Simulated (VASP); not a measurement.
# MgH20Cl2O10 in VASP: a series of runs

The runs below take MgH20Cl2O10 through single point, with PBE+D3(BJ).

Everything below comes from runs of VASP 6.6.1. Logs are shortened: lines on timing, memory, paths and dates and some standing lists are left out, and cuts for length are marked.

### Step 1. The cell of the first run

The cell holds an amorphous packing of atoms, 33 atoms: a = 7.807 Å, b = 7.807 Å, c = 7.807 Å, α = 90.00°, β = 90.00°, γ = 90.00°.

### Step 2. Single point, PBE+D3(BJ)

File INCAR:

```
PREC = Accurate
ENCUT = 520
EDIFF = 1E-6
ISMEAR = -1
SIGMA = 0.02
LREAL = Auto
LASPH = True
NELM = 60
ALGO = Normal
ISIF = 2
LWAVE = False
LCHARG = False
GGA = PE
IVDW = 12
NBANDS = 70
```

File KPOINTS:

```
Automatic mesh
0
Gamma
  1 1 1
```

File POSCAR:

```
MgH20Cl2O10
1.0
    7.8068320000      0.0000000000      0.0000000000
    0.0000000000      7.8068320000      0.0000000000
    0.0000000000      0.0000000000      7.8068320000
O H Mg Cl
10 20 1 2
Direct
    0.7282723645      0.9729811017      0.6526078696
    0.7690571540      0.3093828585      1.0842938595
    0.2476804932      0.2388036530      0.5505434215
    0.6061613725      0.6308576898     -0.0002433766
    0.6033177094      0.6525566324      0.5184049048
    0.1453086220      0.6412972637      1.0044535351
    0.4061058314      0.1975321103      0.1555944844
    0.4238082746      0.8462971920      0.1986080910
    0.1684293962      0.9497066159      0.8404817729
    0.3125979911      0.5401166568      0.4012254907
    0.7970198411      1.0139452213      0.5574988677
    0.7013728488      1.0620056894      0.7331527052
    0.7919089331      0.2044619380      1.1445103468
    0.8251362396      0.3034905836      0.9714696051
    0.1469738301      0.3007878228      0.6128990607
    0.1919984957      0.1450652454      0.4837301482
    0.6777140843      0.5334942522      0.0352639842
    0.6200978835      0.6513525589     -0.1236481072
    0.6190347122      0.7676609411      0.5773404628
    0.6941099796      0.5776222673      0.5629940544
    0.1384428408      0.7577593574      0.9436478203
    0.0909075538      0.5578062907      0.9347837894
    0.3538695338      0.2421853064      0.2553148319
    0.5179693889      0.2639354863      0.1337290209
    0.4337739047      0.9731476225      0.1870028713
    0.5275123123      0.7925750163      0.1337034024
    0.1929463834      0.9159157005      0.7258129802
    0.1497278281      1.0797465604      0.8387653276
    0.4300976376      0.5648514020      0.4520015289
    0.2824192963      0.4163916938      0.4451485571
    0.2125830298      0.7107620607      0.2446575000
    1.0397047099     -0.0764074339      0.3440576152
    0.9208985156      0.4087701644      0.7242502465
```

Potentials or basis: VASP PAW PBE potentials, release 64 (O, H, Mg, Cl).

Run with:

```sh
> cat potpaw_PBE.64/O/POTCAR potpaw_PBE.64/H/POTCAR potpaw_PBE.64/Mg/POTCAR potpaw_PBE.64/Cl/POTCAR > POTCAR
> mpirun -np 1 vasp_gam > vasp.out
```

OUTCAR:

```text
PREC = Accurate
   ENCUT = 520
   EDIFF = 1E-6
   ISMEAR = -1
   LREAL = Auto
   LASPH = True
   NELM = 60
   ISIF = 2
   GGA = PE
   IVDW = 12
 IVDW          = 12

 ion  position               nearest neighbor table
   1  0.728  0.973  0.653-  12 0.96  11 0.97
   2  0.769  0.309  0.084-  13 0.96  14 0.98
   3  0.248  0.239  0.551-  16 1.00  15 1.04
   4  0.606  0.631  1.000-  18 0.98  17 0.98
   5  0.603  0.653  0.518-  20 0.98  19 1.02
   6  0.145  0.641  0.004-  22 0.95  21 1.03  31 2.02
   7  0.406  0.198  0.156-  23 0.95  24 1.03
   8  0.424  0.846  0.199-  25 1.00  26 1.04  31 1.99
   9  0.168  0.950  0.840-  27 0.95  28 1.03
  10  0.313  0.540  0.401-  29 1.02  30 1.05  31 1.97
  11  0.797  0.014  0.557-   1 0.97
  12  0.701  0.062  0.733-   1 0.96
  13  0.792  0.204  0.145-   2 0.96
  14  0.825  0.303  0.971-   2 0.98
  15  0.147  0.301  0.613-   3 1.04
  16  0.192  0.145  0.484-   3 1.00
[... 12 lines left out ...]
  29  0.430  0.565  0.452-  10 1.02
  30  0.282  0.416  0.445-  10 1.05
  31  0.213  0.711  0.245-  10 1.97   8 1.99   6 2.02  32 2.28
  32  0.040  0.924  0.344-  31 2.28
  33  0.921  0.409  0.724-

  LATTYP: Found a simple cubic cell.
 ALAT       =     7.8068320000

  Lattice vectors:

 A1 = (   7.8068320000,   0.0000000000,   0.0000000000)
 A2 = (   0.0000000000,   7.8068320000,   0.0000000000)
 A3 = (   0.0000000000,   0.0000000000,   7.8068320000)

Analysis of symmetry for initial positions (statically):
=====================================================================
 Subroutine PRICEL returns:
 Original cell was already a primitive cell.

 Routine SETGRP: Setting up the symmetry group for a
 simple cubic supercell.

 Subroutine GETGRP returns: Found  1 space group operations
 (whereof  1 operations were pure point group operations)
 out of a pool of 48 trial point group operations.

The static configuration has the point symmetry C_1 .

Analysis of symmetry for dynamics (positions and initial velocities):
=====================================================================
 Subroutine PRICEL returns:
 Original cell was already a primitive cell.

 Routine SETGRP: Setting up the symmetry group for a
 simple cubic supercell.

 Subroutine GETGRP returns: Found  1 space group operations
 (whereof  1 operations were pure point group operations)
 out of a pool of 48 trial point group operations.
[... 140 lines left out ...]
   LREAL  =      T    real-space projection
   EDIFFG = 0.1E-04   stopping-criterion for IOM
   NSW    =      0    number of steps for IOM
   IBRION =     -1    ionic relax: 0-MD 1-quasi-New 2-CG
   NFREE  =      0    steps in history (QN), initial steepest desc. (CG)
   ISIF   =      2    stress and relaxation
   ISYM   =      2    0-nonsym 1-usesym 2-fastsym
   POTIM  = 0.5000    time-step for ionic-motion
   TEBEG  =    0.0;   TEEND  =   0.0 temperature during run
   PSTRESS=    0.0 pullay stress
   NELECT =      96.0000    total number of electrons
   NUPDOWN=      -1.0000    fix difference up-down
   EMIN   =  10.00;   EMAX   =-10.00  energy-range for DOS
   EFERMI =   0.00;   METHOD = LEGACY
   ISMEAR =    -1;   SIGMA  =   0.02  broadening in eV -4-tet -1-fermi 0-gaus
   EFERMI_NEDOS =   21; number of points for ismear=-14 and -15
   IALGO  =     38    algorithm
   IMIX   =      4    mixing-type and parameters
     AMIX     =   0.40;   BMIX     =  1.00
     AMIX_MAG =   1.60;   BMIX_MAG =  1.00
  volume/ion in A,a.u.               =      14.42        97.30
  Fermi-wavevector in a.u.,A,eV,Ry     =   0.960190  1.814496 12.544087  0.921964
  Thomas-Fermi vector in A             =   2.089452
   LORBIT       =      0    0 simple, 1 ext, 2 COOP (PROOUT), +10 PAW based schemes
   GGA     = PE    functional components
   LHFCALC =     F    Hartree Fock is set to
   AEXX    =    0.0000 exact exchange contribution
   IVDW    =    12    specifies the selected vdW correction
   LEPSILON=     F    determine dielectric tensor
   LRPA    =     F    only Hartree local field effects (RPA)
 non-spin polarized calculation
  energy-cutoff  :      520.00
  volume of cell :      475.80
 maximum number of plane-waves:      6447
 NGX is ok and might be reduce to    60
   NGX = 29   NGY = 29   NGZ = 29

 number of electron      96.0000000 magnetization

 Free energy of the ion-electron system (eV)
  ---------------------------------------------------
  ext. energy  EPLUGINS =         0.00000000
  ---------------------------------------------------
  free energy    TOTEN  =      -156.82412868 eV

  energy without entropy =     -156.82412868  energy(sigma->0) =     -156.82412868

 E-fermi :  -3.0278     XC(G=0):  -6.1316

 val. band max:       -3.5886835791   @ k =   0.0000   0.0000   0.0000
 cond. band min:       0.6052664512   @ k =   0.0000   0.0000   0.0000
 fundamental gap:      4.1939500304
 Fermi energy:        -3.0277894755

 k-point     1 :       0.0000    0.0000    0.0000
  band No.  band energies     occupation
      1     -22.9539      2.00000
      2     -22.8607      2.00000
      3     -22.6017      2.00000
      4     -22.4932      2.00000
      5     -22.4677      2.00000
      6     -22.4193      2.00000
[... 52 lines left out ...]
     59       4.8185      0.00000
     60       5.1488      0.00000
 [bands above 60 left out]

------------------------ aborting loop because EDIFF is reached ----------------------------------------

 Edisp (eV)   -1.17394

 E8    (eV) :    -0.2869

  FORCE on cell =-STRESS in cart. coord.  units (eV):
  Direction    XX          YY          ZZ          XY          YZ          ZX
  --------------------------------------------------------------------------------------
  -------------------------------------------------------------------------------------
  Total      -5.61906    -9.19499    -2.46602     0.08869     1.06986     0.19575
  in kB     -18.92123   -30.96259    -8.30392     0.29865     3.60259     0.65914
  external pressure =      -19.40 kB  Pullay stress =        0.00 kB

 VOLUME and BASIS-vectors are now :
 -----------------------------------------------------------------------------
  energy-cutoff  :      520.00
  volume of cell :      475.80
      direct lattice vectors                 reciprocal lattice vectors
     7.806832000  0.000000000  0.000000000     0.128092932  0.000000000  0.000000000
     0.000000000  7.806832000  0.000000000     0.000000000  0.128092932  0.000000000
     0.000000000  0.000000000  7.806832000     0.000000000  0.000000000  0.128092932

 POSITION                                       TOTAL-FORCE (eV/Angst)
 -----------------------------------------------------------------------------------
      5.68550      7.59590      5.09480        -0.407071     -1.232835     -0.175091
      6.00390      2.41530      0.65807        -0.537167      0.441175     -0.032787
      1.93360      1.86430      4.29800        -1.311299      0.548682      0.174213
      4.73220      4.92500      7.80493        -0.047407      0.296867     -0.133069
      4.71000      5.09440      4.04710         0.304223      0.745766      0.817253
      1.13440      5.00650      0.03477         0.763725      2.362740      0.852026
[... 25 lines left out ...]
      0.30997      7.21033      2.68600        -0.301622      0.398230      0.290234
      7.18930      3.19120      5.65410         0.195859     -0.124886      0.157076
 -----------------------------------------------------------------------------------
    total drift:                                0.006822     -0.001835     -0.009229

  FREE ENERGIE OF THE ION-ELECTRON SYSTEM (eV)
  ---------------------------------------------------
  free  energy   TOTEN  =      -157.9980645761 eV

  energy  without entropy=     -157.9980645761  energy(sigma->0) =     -157.99806458
```

OSZICAR:

```text
N       E                     dE             d eps       ncg     rms          rms(c)
DAV:   1     0.880156187718E+03    0.88016E+03   -0.48759E+04   140   0.123E+03
DAV:   2    -0.668382589316E+02   -0.94699E+03   -0.90566E+03   186   0.305E+02
DAV:   3    -0.170452256300E+03   -0.10361E+03   -0.10299E+03   176   0.109E+02
DAV:   4    -0.172407263471E+03   -0.19550E+01   -0.19509E+01   176   0.170E+01
DAV:   5    -0.172441274815E+03   -0.34011E-01   -0.33999E-01   176   0.213E+00    0.238E+01
DAV:   6    -0.157221900899E+03    0.15219E+02   -0.54505E+01   168   0.253E+01    0.930E+00
DAV:   7    -0.156955334027E+03    0.26657E+00   -0.16237E+00   160   0.444E+00    0.592E+00
DAV:   8    -0.156819378260E+03    0.13596E+00   -0.47713E-01   176   0.303E+00    0.737E-01
DAV:   9    -0.156818060062E+03    0.13182E-02   -0.50597E-02   168   0.915E-01    0.348E-01
DAV:  10    -0.156823800015E+03   -0.57400E-02   -0.11436E-02   152   0.406E-01    0.201E-01
DAV:  11    -0.156824043167E+03   -0.24315E-03   -0.88905E-04   192   0.178E-01    0.113E-01
DAV:  12    -0.156824161387E+03   -0.11822E-03   -0.10386E-03   152   0.197E-01    0.295E-02
DAV:  13    -0.156824142225E+03    0.19162E-04   -0.25655E-04   176   0.713E-02    0.246E-02
DAV:  14    -0.156824131937E+03    0.10288E-04   -0.56505E-05   160   0.321E-02    0.108E-02
DAV:  15    -0.156824129236E+03    0.27016E-05   -0.56273E-06   176   0.155E-02    0.462E-03
DAV:  16    -0.156824128684E+03    0.55150E-06   -0.38690E-06   144   0.123E-02
   1 F= -.15799806E+03 E0= -.15799806E+03  d E =-.770132E-12
```

stdout:

```text
POSCAR found type information on POSCAR O H MgCl
 POSCAR found :  4 types and      33 ions
 scaLAPACK will be used
 LDA part: xc-table for (Slater+PW92), standard interpolation
 POSCAR, INCAR and KPOINTS ok, starting setup
 FFT: planning ... GRIDC
 FFT: planning ... GRID_SOFT
 FFT: planning ... GRID
 WAVECAR not read
 entering main loop
```

Wall time 65 s (1 thread of Intel Xeon Platinum 8259CL at 2.50GHz (Skylake/Cascade Lake), shared host); peak memory 0.46 GiB.

What came out:

```
Free energy                : -157.9981 eV
Pressure                   : -1.9 GPa
Largest force              : 2.782 eV/Å
Band gap on the k mesh     : 4.19 eV
Dispersion energy per atom : -0.036 eV
```

Forces on the atoms (eV/Å):
```
O   -0.407 -1.233 -0.175
O   -0.537  0.441 -0.033
O   -1.311  0.549  0.174
O   -0.047  0.297 -0.133
O    0.304  0.746  0.817
O    0.764  2.363  0.852
O    2.237 -0.036 -1.654
O    1.645 -0.319 -0.830
O   -0.429  1.941  1.068
O   -0.089 -1.572  0.381
H    0.172  0.334  0.163
H    0.131  0.658 -0.075
H    0.389 -0.484  0.269
H    0.148  0.028 -0.277
H    0.780 -0.841 -0.625
H    0.044  0.354  0.319
H   -0.060  0.208 -0.277
H    0.165 -0.346  0.597
H    0.068 -0.947 -0.673
H    0.058  0.135  0.018
H   -0.016 -0.925  0.243
H   -0.910 -1.110 -0.986
H   -0.402  0.744  1.195
H   -1.598 -0.798  0.349
H   -0.311 -0.067 -0.042
H   -1.551  0.256  0.688
H    0.130  0.011 -1.093
H    0.321 -2.190 -0.027
H   -0.270  0.456 -0.124
H    0.177  1.300 -0.276
Mg   0.511 -0.226 -0.284
Cl  -0.302  0.398  0.290
Cl   0.196 -0.125  0.157
```

Caveat: the k points lie up to 0.80 Å⁻¹ apart.

(Part 1 of 2 ends here.)
